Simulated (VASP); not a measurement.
# Fe (Im-3m) in VASP: settings compared

The runs below take Fe through single point, vibrations by perturbation theory, with PBEsol+U, PBEsol.

All numbers are computed with VASP 6.6.1; they aren't measurements. Logs are shortened: lines on timing, memory, paths and dates and some standing lists are left out, and cuts for length are marked.

## Step 1: The cell of the first run

It takes space group Im-3m (No. 229, cubic). Conventional cell: a = 2.852 Å, b = 2.852 Å, c = 2.852 Å, α = 90.00°, β = 90.00°, γ = 90.00°. Within 3.3 Å of Fe (site symmetry m-3m) lie 14 Fe at 2.47 to 2.85 Å.

## Step 2: Single point, PBEsol+U, collinear spin, ferromagnetic start

File INCAR:

```
SYSTEM = Fe
PREC     = Accurate       ! precision mode
ENCUT    = 520            ! plane-wave cutoff, eV
EDIFF    = 1E-6           ! SCF threshold, eV
ISMEAR   = -1             ! smearing method
SIGMA    = 0.08           ! smearing width, eV
LREAL    = .FALSE.        ! projectors in reciprocal space
LASPH    = .TRUE.         ! aspherical terms in the spheres
NELM     = 150            ! most SCF steps
ALGO     = Normal         ! electronic algorithm
ISIF     = 2              ! what is computed and relaxed
LWAVE    = .FALSE.        ! write WAVECAR
LCHARG   = .FALSE.        ! write CHGCAR
ISPIN    = 2              ! spin polarisation
MAGMOM   = 3              ! initial moments
LORBIT   = 11             ! projections on sites
LMAXMIX  = 4              ! l up to which the mixer works
LDAU     = .TRUE.         ! DFT+U
LDAUTYPE = 2            
LDAUL    = 2              ! shell
LDAUU    = 2              ! U, eV
LDAUJ    = 0            
LDAUPRINT= 1            
GGA      = PS             ! functional
NBANDS   = 14             ! bands
```

File KPOINTS:

```
Automatic mesh
0
G
  24 24 24
  0 0 0
```

File POSCAR:

```
Fe
1.0
   -1.4258284651      1.4258284651      1.4258284651
    1.4258284651     -1.4258284651      1.4258284651
    1.4258284651      1.4258284651     -1.4258284651
Fe
1
Direct
    0.0000000000      0.0000000000      0.0000000000
```

Potentials or basis: VASP PAW PBE potentials, release 64 (Fe).

Started as:

```
$ cat potpaw_PBE.64/Fe/POTCAR > POTCAR
$ mpirun -np 1 vasp_std > vasp.out
```

OUTCAR:

```text
SYSTEM = Fe
   PREC = Accurate
   ENCUT = 520
   EDIFF = 1E-6
   ISMEAR = -1
   LREAL = .FALSE.
   LASPH = .TRUE.
   NELM = 150
   ISIF = 2
   ISPIN = 2
   LORBIT = 11
   GGA = PS

 ion  position               nearest neighbor table
   1  0.000  0.000  0.000-

  LATTYP: Found a body centered cubic cell.
 ALAT       =     2.8516569302

  Lattice vectors:

 A1 = (  -1.4258284651,   1.4258284651,   1.4258284651)
 A2 = (   1.4258284651,  -1.4258284651,   1.4258284651)
 A3 = (   1.4258284651,   1.4258284651,  -1.4258284651)

Analysis of symmetry for initial positions (statically):
=====================================================================
 Subroutine PRICEL returns:
 Original cell was already a primitive cell.

 Routine SETGRP: Setting up the symmetry group for a
 body centered cubic supercell.

 Subroutine GETGRP returns: Found 48 space group operations
 (whereof 48 operations were pure point group operations)
 out of a pool of 48 trial point group operations.

The static configuration has the point symmetry O_h .

Analysis of symmetry for dynamics (positions and initial velocities):
=====================================================================
 Subroutine PRICEL returns:
 Original cell was already a primitive cell.

 Routine SETGRP: Setting up the symmetry group for a
 body centered cubic supercell.

 Subroutine GETGRP returns: Found 48 space group operations
 (whereof 48 operations were pure point group operations)
 out of a pool of 48 trial point group operations.

The dynamic configuration has the point symmetry O_h .

Analysis of structural, dynamic, and magnetic symmetry:
=====================================================================
 Subroutine PRICEL returns:
 Original cell was already a primitive cell.

 Routine SETGRP: Setting up the symmetry group for a
 body centered cubic supercell.

 Subroutine GETGRP returns: Found 48 space group operations
 (whereof 48 operations were pure point group operations)
 out of a pool of 48 trial point group operations.
[... 164 lines left out ...]
  o =  0.4121  v =  0.0000  0.0000  0.0000  0.0000  0.0000  1.0000  0.0000  0.0000  0.0000  0.0000      0.0000  0.0000  0.0000  0.0000  0.0000  0.0000  0.0000  0.0000  0.0000  0.0000
  o =  0.4121  v =  0.0000  0.0000  0.0000  0.0000  0.0000  0.0000 -0.8557  0.0000 -0.5175 -0.0000      0.0000  0.0000  0.0000  0.0000  0.0000  0.0000  0.0000  0.0000  0.0000  0.0000
  o =  0.4121  v =  0.0000  0.0000  0.0000  0.0000  0.0000  0.0000 -0.5175  0.0000  0.8557 -0.0000      0.0000  0.0000  0.0000  0.0000  0.0000  0.0000  0.0000  0.0000  0.0000  0.0000
  o =  0.9015  v =  0.0000 -0.9450 -0.0000 -0.3272 -0.0000  0.0000  0.0000  0.0000  0.0000  0.0000      0.0000  0.0000  0.0000  0.0000  0.0000  0.0000  0.0000  0.0000  0.0000  0.0000
  o =  0.9015  v =  0.0000 -0.3272 -0.0000  0.9450 -0.0000  0.0000  0.0000  0.0000  0.0000  0.0000      0.0000  0.0000  0.0000  0.0000  0.0000  0.0000  0.0000  0.0000  0.0000  0.0000
  o =  0.9015  v =  1.0000  0.0000  0.0000  0.0000  0.0000  0.0000  0.0000  0.0000  0.0000  0.0000      0.0000  0.0000  0.0000  0.0000  0.0000  0.0000  0.0000  0.0000  0.0000  0.0000
  o =  0.9186  v =  0.0000  0.0000 -0.9984 -0.0000 -0.0569  0.0000  0.0000  0.0000  0.0000  0.0000      0.0000  0.0000  0.0000  0.0000  0.0000  0.0000  0.0000  0.0000  0.0000  0.0000
  o =  0.9186  v =  0.0000 -0.0000 -0.0569 -0.0000  0.9984  0.0000  0.0000  0.0000  0.0000  0.0000      0.0000  0.0000  0.0000  0.0000  0.0000  0.0000  0.0000  0.0000  0.0000  0.0000

 number of electron       8.0000004 magnetization       2.6675417

 Free energy of the ion-electron system (eV)
  ---------------------------------------------------
  ext. energy  EPLUGINS =         0.00000000
  ---------------------------------------------------
  free energy    TOTEN  =        -7.26482394 eV

  energy without entropy =       -7.24555119  energy(sigma->0) =       -7.25518757

 E-fermi :   5.5260     XC(G=0): -13.1266

 val. band max:        5.5187339904   @ k =   0.2083   0.0000   0.0000
 cond. band min:       5.5290786923   @ k =  -0.1667   0.2083   0.0833
 fundamental gap:      0.0103447018
 Fermi energy:         5.5260177014

 spin component 1

 k-point     1 :       0.0000    0.0000    0.0000
  band No.  band energies     occupation
      1      -2.9169      1.00000
      2       2.3229      1.00000
      3       2.3229      1.00000
      4       2.3229      1.00000
      5       3.5933      1.00000
      6       3.5933      1.00000
      7      30.2388      0.00000
      8      30.2388      0.00000
      9      30.2388      0.00000
     10      34.4861      0.00000
     11      34.4861      0.00000
     12      35.7441      0.00000
[... 793 lines left out ...]
      3       5.9695      0.00390
      4       7.7612      0.00000
      5       8.2646      0.00000
      6       8.8618      0.00000
      7      14.5268      0.00000
      8      23.4844      0.00000
      9      25.6725      0.00000
     10      29.8579      0.00000
     11      33.8229      0.00000
     12      39.3599      0.00000
     13      44.2770      0.00000
     14      46.1876      0.00000

 [... further k-points ...]

------------------------ aborting loop because EDIFF is reached ----------------------------------------

  FORCE on cell =-STRESS in cart. coord.  units (eV):
  Direction    XX          YY          ZZ          XY          YZ          ZX
  --------------------------------------------------------------------------------------
  -------------------------------------------------------------------------------------
  Total       -0.0471929     -0.0471929     -0.0471929     -0.0000000     -0.0000000      0.0000000
  in kB       -6.5211667     -6.5211667     -6.5211667     -0.0000000     -0.0000000      0.0000000
  external PRESSURE =      -6.5211667 kB  Pullay stress =       0.0000000 kB

 VOLUME and BASIS-vectors are now :
 -----------------------------------------------------------------------------
  energy-cutoff  :      520.00
  volume of cell :       11.59
      direct lattice vectors                 reciprocal lattice vectors
    -1.425828465  1.425828465  1.425828465     0.000000000  0.350673319  0.350673319
     1.425828465 -1.425828465  1.425828465     0.350673319  0.000000000  0.350673319
     1.425828465  1.425828465 -1.425828465     0.350673319  0.350673319  0.000000000

 POSITION                                       TOTAL-FORCE (eV/Angst)
 -----------------------------------------------------------------------------------
      0.00000      0.00000      0.00000         0.000000     -0.000000      0.000000
 -----------------------------------------------------------------------------------
    total drift:                                0.000000     -0.000000      0.000000

  FREE ENERGIE OF THE ION-ELECTRON SYSTEM (eV)
  ---------------------------------------------------
  free  energy   TOTEN  =        -7.2648239435 eV

  energy  without entropy=       -7.2455511902  energy(sigma->0) =       -7.25518757

 total charge

# of ion       s       p       d       tot
------------------------------------------
    1        0.485   0.523   6.246   7.255

 magnetization (x)

# of ion       s       p       d       tot
------------------------------------------
    1       -0.024  -0.082   2.811   2.705
```

stdout:

```text
POSCAR found type information on POSCAR Fe
 POSCAR found :  1 types and       1 ions
 scaLAPACK will be used
 -----------------------------------------------------------------------------
|                                                                             |
|                                                                             |
|     You enforced a specific xc type in the INCAR file but a different       |
|     I HOPE YOU KNOW WHAT YOU ARE DOING!                                     |
|                                                                             |
 -----------------------------------------------------------------------------

 LDA part: xc-table for (Slater+PW92), standard interpolation
 POSCAR, INCAR and KPOINTS ok, starting setup
 FFT: planning ... GRIDC
 FFT: planning ... GRID_SOFT
 FFT: planning ... GRID
 WAVECAR not read
 entering main loop
```

Run time: 90 s. Hardware: 1 thread of AMD EPYC 7R13 (Zen 3), shared host; peak memory 0.18 GiB.

What came out:

- Free energy: -7.2648 eV
- Pressure: -0.7 GPa
- Net moment: 2.67 μB per cell
- Site moments: Fe +2.71 μB
- Valence electrons inside the program's atomic spheres: Fe 7.25

Eigenvalues of the final occupation matrices:
```tsv
site	spin	trace	eigenvalues
site 1 d	1	4.54	0.90 0.90 0.90 0.92 0.92
site 1 d	2	1.73	0.25 0.25 0.41 0.41 0.41
```

Caveat: the PAW data sets were made with another functional, which shifts forces and pressure a little; the U is typed as a test and isn't derived for this compound.

## Step 3: Vibrations by perturbation theory, PBEsol, collinear spin, ferromagnetic start (10.66 Å³/atom)

This run uses another cell than the first one, of 10.66 Å³/atom.

File INCAR:

```
SYSTEM = Fe
PREC     = Accurate       ! precision mode
ENCUT    = 520            ! plane-wave cutoff, eV
EDIFF    = 1E-8           ! SCF threshold, eV
ISMEAR   = -1             ! smearing method
SIGMA    = 0.08           ! smearing width, eV
LREAL    = .FALSE.        ! projectors in reciprocal space
LASPH    = .TRUE.         ! aspherical terms in the spheres
NELM     = 150            ! most SCF steps
ALGO     = Normal         ! electronic algorithm
ISIF     = 2              ! what is computed and relaxed
LWAVE    = .FALSE.        ! write WAVECAR
LCHARG   = .FALSE.        ! write CHGCAR
ISPIN    = 2              ! spin polarisation
MAGMOM   = 2.1            ! initial moments
LORBIT   = 11             ! projections on sites
LMAXMIX  = 4              ! l up to which the mixer works
GGA      = PS             ! functional
NBANDS   = 14             ! bands
IBRION   = 8              ! ionic algorithm
NSW      = 1              ! ionic steps
```

File KPOINTS:

```
regular mesh
0
G
  24 24 24
  0 0 0
```

File POSCAR:

```
Fe
1.0
   -1.3863730039      1.3863730039      1.3863730039
    1.3863730039     -1.3863730039      1.3863730039
    1.3863730039      1.3863730039     -1.3863730039
Fe
1
Direct
    0.0000000000      0.0000000000      0.0000000000
```

Potentials or basis: VASP PAW PBE potentials, release 64 (Fe).

Started as:

```
$ cat potpaw_PBE.64/Fe/POTCAR > POTCAR
$ mpirun -np 1 vasp_std > vasp.out
```

OUTCAR:

```text
SYSTEM = Fe
   PREC = Accurate
   ENCUT = 520
   EDIFF = 1E-8
   ISMEAR = -1
   LREAL = .FALSE.
   LASPH = .TRUE.
   NELM = 150
   ISIF = 2
   ISPIN = 2
   LORBIT = 11
   GGA = PS
   IBRION = 8
   NSW = 1

 ion  position               nearest neighbor table
   1  0.000  0.000  0.000-

  LATTYP: Found a body centered cubic cell.
 ALAT       =     2.7727460078

  Lattice vectors:

 A1 = (  -1.3863730039,   1.3863730039,   1.3863730039)
 A2 = (   1.3863730039,  -1.3863730039,   1.3863730039)
 A3 = (   1.3863730039,   1.3863730039,  -1.3863730039)

Analysis of symmetry for initial positions (statically):
=====================================================================
 Subroutine PRICEL returns:
 Original cell was already a primitive cell.

 Routine SETGRP: Setting up the symmetry group for a
 body centered cubic supercell.

 Subroutine GETGRP returns: Found 48 space group operations
 (whereof 48 operations were pure point group operations)
 out of a pool of 48 trial point group operations.

The static configuration has the point symmetry O_h .

Analysis of symmetry for dynamics (positions and initial velocities):
=====================================================================
 Subroutine PRICEL returns:
 Original cell was already a primitive cell.

 Routine SETGRP: Setting up the symmetry group for a
 body centered cubic supercell.

 Subroutine GETGRP returns: Found 48 space group operations
 (whereof 48 operations were pure point group operations)
 out of a pool of 48 trial point group operations.
[... 1012 lines left out ...]

 POSITION                                       TOTAL-FORCE (eV/Angst)
 -----------------------------------------------------------------------------------
      0.00000      0.00000      0.00000        -0.000000     -0.000000      0.000000
 -----------------------------------------------------------------------------------
    total drift:                                0.000000     -0.000000      0.000000

  FREE ENERGIE OF THE ION-ELECTRON SYSTEM (eV)
  ---------------------------------------------------
  free  energy   TOTEN  =        -8.9267100128 eV

  energy  without entropy=       -8.9066174383  energy(sigma->0) =       -8.91666373

[... ionic steps 2 to 3 ...]

--------------------------------------- Ionic step        4  -------------------------------------------

 Free energy of the ion-electron system (eV)
  ---------------------------------------------------
  ---------------------------------------------------
  free energy    TOTEN  =        -0.15185771 eV

  energy without entropy =       -0.15185771

------------------------ aborting loop because EDIFF is reached ----------------------------------------

 INTERNAL STRAIN TENSOR  FOR ION    1  DIRECTION 1   (eV/Angst):
 -----------------------------------------------------------------------------
     0.00888  0.00000  0.00000
    -0.00000  0.00088 -0.00000
    -0.00000 -0.00000  0.00088

 INTERNAL STRAIN TENSOR FOR ION    1 for displacements in x,y,z  (eV/Angst):
          X           Y           Z          XY          YZ          ZX
  --------------------------------------------------------------------------------
  x     0.00000     0.00000     0.00000     0.00000     0.00000     0.00000
  y     0.00000     0.00000     0.00000     0.00000     0.00000     0.00000
  z     0.00000     0.00000     0.00000     0.00000     0.00000     0.00000

 SECOND DERIVATIVES (NOT SYMMETRIZED)
 ------------------------------------
               1X          1Y          1Z
  1X    -0.003308    0.000000    0.000000
  1Y     0.000000   -0.003308    0.000000
  1Z     0.000000    0.000000   -0.003308

 Eigenvectors and eigenvalues of the dynamical matrix
 ----------------------------------------------------

   1 f  =    0.120319 THz     0.755984 2PiTHz    4.013398 cm-1     0.497598 meV
             X         Y         Z           dx          dy          dz
      0.000000  0.000000  0.000000     1.000000    0.000000    0.000000

   2 f  =    0.120319 THz     0.755984 2PiTHz    4.013398 cm-1     0.497598 meV
             X         Y         Z           dx          dy          dz
      0.000000  0.000000  0.000000     0.000000    1.000000    0.000000

   3 f  =    0.120319 THz     0.755984 2PiTHz    4.013398 cm-1     0.497598 meV
             X         Y         Z           dx          dy          dz
      0.000000  0.000000  0.000000     0.000000    0.000000    1.000000

--------------------------------------------------------------------------------------------------------

 ELASTIC MODULI CONTR FROM IONIC RELAXATION (kBar)
 Direction    XX          YY          ZZ          XY          YZ          ZX
 --------------------------------------------------------------------------------
 XX           0.0000      0.0000      0.0000      0.0000      0.0000      0.0000
 YY           0.0000      0.0000      0.0000      0.0000      0.0000      0.0000
 ZZ           0.0000      0.0000      0.0000      0.0000      0.0000      0.0000
 XY           0.0000      0.0000      0.0000      0.0000      0.0000      0.0000
 YZ           0.0000      0.0000      0.0000      0.0000      0.0000      0.0000
 ZX           0.0000      0.0000      0.0000      0.0000      0.0000      0.0000
 --------------------------------------------------------------------------------

 total charge

# of ion       s       p       d       tot
------------------------------------------
    1        0.518   0.604   6.291   7.414

 magnetization (x)

# of ion       s       p       d       tot
------------------------------------------
    1       -0.012  -0.049   2.115   2.054
```

OSZICAR:

```text
N       E                     dE             d eps       ncg     rms          rms(c)
DAV:   1     0.208630297345E+02    0.20863E+02   -0.38430E+03 25288   0.708E+02
DAV:   2    -0.926730722319E+01   -0.30130E+02   -0.27846E+02 25378   0.130E+02
[... 30 lines left out ...]
RMM:  10    -0.151858440211E+00    0.37830E-06   -0.16227E-09125010   0.261E-04    0.795E-05
RMM:  11    -0.151857834700E+00    0.60551E-06   -0.23862E-10124594   0.681E-05    0.289E-05
RMM:  12    -0.151857669201E+00    0.16550E-06   -0.19583E-10123113   0.333E-05    0.541E-06
RMM:  13    -0.151857695509E+00   -0.26308E-07   -0.18056E-10126631   0.108E-05    0.261E-06
RMM:  14    -0.151857712071E+00   -0.16562E-07   -0.17878E-10120394   0.623E-06    0.590E-07
RMM:  15    -0.151857709908E+00    0.21632E-08   -0.17827E-10114126   0.388E-06    0.131E-07
 Linear response finished
```

It took 8.2 min on 1 thread of AMD EPYC 7R13 (Zen 3), shared host; peak memory 0.62 GiB.

What came out:

* Net moment: 2.07 μB per cell
* Site moments: Fe +2.05 μB
* Valence electrons inside the program's atomic spheres: Fe 7.41

Caveat: the cell stands under pressure or tension, which shifts response properties; the PAW data sets were made with another functional, which shifts forces and pressure a little.

[end of part 1 of 2]
